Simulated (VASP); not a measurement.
# LiHF2 (R-3m) in VASP: a series of runs

LiHF2 is run at these levels: PBEsol; tasks: single point, relaxation of cell and atoms.

All numbers are computed with VASP 6.6.1; they aren't measurements. Logs are shortened: lines on timing, memory, paths and dates and some standing lists are left out, and cuts for length are marked.

## 1. The cell of the first run

The structure is trigonal, space group R-3m (No. 166). Conventional cell: a = 2.991 Å, b = 2.991 Å, c = 13.136 Å, α = 90.00°, β = 90.00°, γ = 120.00°. Li (site symmetry -3m) has 6 F at 2.02 Å and 6 H at 2.79 Å within 2.8 Å. H (site symmetry -3m) has 2 F at 1.14 Å within 1.5 Å. F (site symmetry 3m) has 1 H at 1.14 Å within 1.5 Å.

## 2. Single point, PBEsol

Input file INCAR:

```
  PREC = Accurate
  ENCUT = 520
  EDIFF = 1E-7
  ISMEAR = -1
  SIGMA = 0.02
  LREAL = F
  LASPH = T
  NELM = 100
  ALGO = Normal
  ISIF = 2
  LWAVE = F
  LCHARG = F
  GGA = PS
  NBANDS = 17
```

Input file KPOINTS:

```
Automatic mesh
0
Gamma
  9 9 9
```

Input file POSCAR:

```
LiHF2
1.0
    1.4956948429      0.8635396531      4.3785303603
   -1.4956948429      0.8635396531      4.3785303603
    0.0000000000     -1.7270798075      4.3785302614
Li H F
1 1 2
Direct
    0.0000000000      0.0000000000      0.0000000000
    0.5000000000      0.5000000000      0.5000000000
    0.4131220471      0.4131220471      0.4131220471
    0.5868779529      0.5868779529      0.5868779529
```

Potentials or basis: VASP PAW PBE potentials, release 64 (Li_sv, H, F).

Launch:

```bash
cat potpaw_PBE.64/Li_sv/POTCAR potpaw_PBE.64/H/POTCAR potpaw_PBE.64/F/POTCAR > POTCAR
mpirun -np 1 vasp_std > vasp.out
```

OUTCAR:

```text
PREC = Accurate
   ENCUT = 520
   EDIFF = 1E-7
   ISMEAR = -1
   LREAL = F
   LASPH = T
   NELM = 100
   ISIF = 2
   GGA = PS

 ion  position               nearest neighbor table
   1  0.000  0.000  0.000-   4 2.02   4 2.02   3 2.02   3 2.02   4 2.02   3 2.02
   2  0.500  0.500  0.500-   3 1.14   4 1.14
   3  0.413  0.413  0.413-   2 1.14   1 2.02   1 2.02   1 2.02
   4  0.587  0.587  0.587-   2 1.14   1 2.02   1 2.02   1 2.02

  LATTYP: Found a trigonal (rhomboedric) cell.
 ALAT       =     4.7068388449
 COS(alpha) =     0.7980437350

  Lattice vectors:

 A1 = (   1.4956948429,   0.8635396531,   4.3785303603)
 A2 = (  -1.4956948429,   0.8635396531,   4.3785303603)
 A3 = (   0.0000000000,  -1.7270798075,   4.3785302614)

Analysis of symmetry for initial positions (statically):
=====================================================================
 Subroutine PRICEL returns:
 Original cell was already a primitive cell.

 Routine SETGRP: Setting up the symmetry group for a
 trigonal (rhombohedral) supercell.

 Subroutine GETGRP returns: Found 12 space group operations
 (whereof 12 operations were pure point group operations)
 out of a pool of 12 trial point group operations.

The static configuration has the point symmetry D_3d.

Analysis of symmetry for dynamics (positions and initial velocities):
=====================================================================
 Subroutine PRICEL returns:
 Original cell was already a primitive cell.

 Routine SETGRP: Setting up the symmetry group for a
 trigonal (rhombohedral) supercell.

 Subroutine GETGRP returns: Found 12 space group operations
 (whereof 12 operations were pure point group operations)
 out of a pool of 12 trial point group operations.

The dynamic configuration has the point symmetry D_3d.

 Subroutine INISYM returns: Found 12 space group operations
 (whereof 12 operations are pure point group operations),
 and found     1 'primitive' translations

----------------------------------------------------------------------------------------

                                     Primitive cell

  volume of cell :      33.9316

  direct lattice vectors                    reciprocal lattice vectors
     1.495694843  0.863539653  4.378530360     0.334292789  0.193004029  0.076129053
    -1.495694843  0.863539653  4.378530360    -0.334292789  0.193004029  0.076129053
[... 89 lines left out ...]
   EDIFF  = 0.1E-06   stopping-criterion for ELM
   LREAL  =      F    real-space projection
   EDIFFG = 0.1E-05   stopping-criterion for IOM
   NSW    =      0    number of steps for IOM
   IBRION =     -1    ionic relax: 0-MD 1-quasi-New 2-CG
   NFREE  =      0    steps in history (QN), initial steepest desc. (CG)
   ISIF   =      2    stress and relaxation
   ISYM   =      2    0-nonsym 1-usesym 2-fastsym
   POTIM  = 0.5000    time-step for ionic-motion
   TEBEG  =    0.0;   TEEND  =   0.0 temperature during run
   PSTRESS=    0.0 pullay stress
   NELECT =      18.0000    total number of electrons
   NUPDOWN=      -1.0000    fix difference up-down
   EMIN   =  10.00;   EMAX   =-10.00  energy-range for DOS
   EFERMI =   0.00;   METHOD = LEGACY
   ISMEAR =    -1;   SIGMA  =   0.02  broadening in eV -4-tet -1-fermi 0-gaus
   EFERMI_NEDOS =   21; number of points for ismear=-14 and -15
   IALGO  =     38    algorithm
   IMIX   =      4    mixing-type and parameters
     AMIX     =   0.40;   BMIX     =  1.00
     AMIX_MAG =   1.60;   BMIX_MAG =  1.00
  volume/ion in A,a.u.               =       8.48        57.25
  Fermi-wavevector in a.u.,A,eV,Ry     =   1.325249  2.504357 23.895691  1.756284
  Thomas-Fermi vector in A             =   2.454723
   LORBIT       =      0    0 simple, 1 ext, 2 COOP (PROOUT), +10 PAW based schemes
   GGA     = PS    functional components
   LHFCALC =     F    Hartree Fock is set to
   AEXX    =    0.0000 exact exchange contribution
   IVDW    =     0    specifies the selected vdW correction
   LEPSILON=     F    determine dielectric tensor
   LRPA    =     F    only Hartree local field effects (RPA)
 non-spin polarized calculation
  energy-cutoff  :      520.00
  volume of cell :       33.93
 maximum number of plane-waves:       935
   NGX = 17   NGY = 17   NGZ = 17

 number of electron      17.9999997 magnetization

 Free energy of the ion-electron system (eV)
  ---------------------------------------------------
  ext. energy  EPLUGINS =         0.00000000
  ---------------------------------------------------
  free energy    TOTEN  =       -18.60385703 eV

  energy without entropy =      -18.60385703  energy(sigma->0) =      -18.60385703

 E-fermi :  -2.4357     XC(G=0):  -9.2393

 val. band max:       -2.9252974640   @ k =   0.4444   0.4444   0.3333
 cond. band min:       5.1696828897   @ k =   0.0000   0.0000   0.0000
 fundamental gap:      8.0949803537
 Fermi energy:        -2.4356671746

 k-point     1 :       0.0000    0.0000    0.0000
  band No.  band energies     occupation
      1     -42.8169      2.00000
      2     -23.8317      2.00000
      3     -22.3721      2.00000
      4      -8.5613      2.00000
      5      -3.3345      2.00000
      6      -3.3345      2.00000
[... 457 lines left out ...]
      4      -7.6225      2.00000
      5      -5.3484      2.00000
      6      -4.3807      2.00000
[... 9 lines left out ...]
     16      16.3609      0.00000
     17      20.1272      0.00000

 [... further k-points ...]

------------------------ aborting loop because EDIFF is reached ----------------------------------------

  FORCE on cell =-STRESS in cart. coord.  units (eV):
  Direction    XX          YY          ZZ          XY          YZ          ZX
  --------------------------------------------------------------------------------------
  -------------------------------------------------------------------------------------
  Total       -0.1032338     -0.1032338      0.1052592      0.0000000     -0.0000000      0.0000000
  in kB       -4.8744713     -4.8744714      4.9701044      0.0000000     -0.0000004      0.0000000
  external PRESSURE =      -1.5929461 kB  Pullay stress =       0.0000000 kB

 VOLUME and BASIS-vectors are now :
 -----------------------------------------------------------------------------
  energy-cutoff  :      520.00
  volume of cell :       33.93
      direct lattice vectors                 reciprocal lattice vectors
     1.495694843  0.863539653  4.378530360     0.334292789  0.193004029  0.076129053
    -1.495694843  0.863539653  4.378530360    -0.334292789  0.193004029  0.076129053
     0.000000000 -1.727079808  4.378530261     0.000000000 -0.386008066  0.076129030

 POSITION                                       TOTAL-FORCE (eV/Angst)
 -----------------------------------------------------------------------------------
      0.00000      0.00000      0.00000        -0.000000      0.000000      0.000000
      0.00000     -0.00000      6.56780         0.000000      0.000000      0.000000
      0.00000     -0.00000      5.42660        -0.000000      0.000000     -0.066896
      0.00000     -0.00000      7.70899        -0.000000     -0.000000      0.066896
 -----------------------------------------------------------------------------------
    total drift:                               -0.000000      0.000000      0.000000

  FREE ENERGIE OF THE ION-ELECTRON SYSTEM (eV)
  ---------------------------------------------------
  free  energy   TOTEN  =       -18.6038570254 eV

  energy  without entropy=      -18.6038570254  energy(sigma->0) =      -18.60385703
```

stdout:

```text
POSCAR found type information on POSCAR LiH F
 POSCAR found :  3 types and       4 ions
 scaLAPACK will be used
 -----------------------------------------------------------------------------
|                                                                             |
|                                                                             |
|     You enforced a specific xc type in the INCAR file but a different       |
|     I HOPE YOU KNOW WHAT YOU ARE DOING!                                     |
|                                                                             |
 -----------------------------------------------------------------------------

 LDA part: xc-table for (Slater+PW92), standard interpolation
 POSCAR, INCAR and KPOINTS ok, starting setup
 FFT: planning ... GRIDC
 FFT: planning ... GRID_SOFT
 FFT: planning ... GRID
 WAVECAR not read
 entering main loop
```

Run time: 1.8 min. Hardware: 1 thread of Intel Xeon 8259CL, shared host; peak memory 0.21 GiB.

Results:

- Free energy: -18.6039 eV
- Largest force: 0.067 eV/Å
- Band gap on the k mesh: 8.10 eV (least direct gap 8.30 eV)

Forces in eV/Å, atoms in the order of the input:
```
Li   0.000  0.000  0.000
H    0.000  0.000  0.000
F    0.000  0.000 -0.067
F    0.000  0.000  0.067
```

Caveat: the cutoff is under 1.25 times the usual one of these potentials, so pressure, stress and relaxed cells hold a basis-set (Pulay) error; the PAW data sets were made with another functional, which shifts forces and pressure a little. A k mesh can miss the band edges.

## 3. Relaxation of cell and atoms, PBEsol

This run uses another cell than the first one, of 8.14 Å³/atom.

Input file INCAR:

```
PREC = Accurate ; ENCUT = 600
EDIFF = 1E-6 ; ISMEAR = -1
SIGMA = 0.02 ; LREAL = F
LASPH = T ; NELM = 60
ALGO = Normal ; ISIF = 3
LWAVE = F ; LCHARG = F
GGA = PS ; IBRION = 2
NSW = 60 ; EDIFFG = -0.02
```

Input file KPOINTS:

```
regular mesh
0
Gamma
  9 9 9
```

Input file POSCAR:

```
LiHF2
1.0
    1.4669840000      0.8469630000      4.3666890000
   -1.4669840000      0.8469630000      4.3666890000
    0.0000000000     -1.6939270000      4.3666890000
Li H F
1 1 2
Direct
    0.0000000000      0.0000000000      0.0000000000
    0.5000000000      0.5000000000      0.5000000000
    0.4133020000      0.4133020000      0.4133020000
    0.5866980000      0.5866980000      0.5866980000
```

Potentials or basis: VASP PAW PBE potentials, release 64 (Li_sv, H, F).

Launch:

```bash
cat potpaw_PBE.64/Li_sv/POTCAR potpaw_PBE.64/H/POTCAR potpaw_PBE.64/F/POTCAR > POTCAR
mpirun -np 1 vasp_std > vasp.out
```

Wall time 8 min (1 thread of Intel Xeon 8259CL, shared host); peak memory 0.26 GiB.

It converged, with:

| Item | Value |
| --- | --- |
| Free energy | -18.6058 eV |
| Relaxed volume | 8.37 Å³/atom |
| Relaxed cell | a = 4.717 Å, b = 4.717 Å, c = 4.717 Å, α = 36.66°, β = 36.66°, γ = 36.66° |
| Space group after relaxing (to 0.1 Å) | R-3m (No. 166) |
| Energy gained by relaxing | 1.2 meV/atom |
| Ionic steps | 7 |
| Pressure after relaxing | 0.0 GPa |
| Largest force after relaxing | 0.015 eV/Å |
| Band gap on the k mesh | 8.14 eV (least direct gap 8.33 eV) |

Forces in eV/Å, atoms in the order of the input:
```
Li   0.000  0.000  0.000
H    0.000  0.000  0.000
F    0.000  0.000 -0.015
F    0.000  0.000  0.015
```

Stress tensor (GPa, compression positive):
```
 0.13  0.00  0.00
 0.00  0.13  0.00
 0.00  0.00 -0.38
```

The path:
```csv
step,energy change (eV),largest force (eV/Å),pressure (GPa),volume (Å³)
1,0.0000,0.1278,1.81,32.55
2,-0.0017,0.2174,0.11,32.99
3,-0.0023,0.1025,0.68,32.84
4,-0.0040,0.0385,0.34,33.13
5,-0.0046,0.0216,0.04,33.41
6,-0.0046,0.0310,0.00,33.46
7,-0.0048,0.0153,-0.04,33.50
```

Final structure:
```
CELL_PARAMETERS angstrom
1.48332 0.85640 4.39508
-1.48332 0.85640 4.39508
0.00000 -1.71280 4.39508
ATOMIC_POSITIONS crystal
Li 0.00000 0.00000 0.00000
H 0.50000 0.50000 0.50000
F 0.41332 0.41332 0.41332
F 0.58668 0.58668 0.58668
```

Levels at points of the mesh, in eV from the valence-band top:
| k point | band 6 | band 7 | band 8 | band 9 | band 10 | band 11 | band 12 | band 13 |
| --- | --- | --- | --- | --- | --- | --- | --- | --- |
| (0.00, 0.00, 0.00) | -0.40 | -0.29 | -0.20 | -0.20 | 8.14 | 12.90 | 16.82 | 18.32 |

Caveat: the cutoff is under 1.25 times the usual one of these potentials, so pressure, stress and relaxed cells hold a basis-set (Pulay) error; the PAW data sets were made with another functional, which shifts forces and pressure a little.
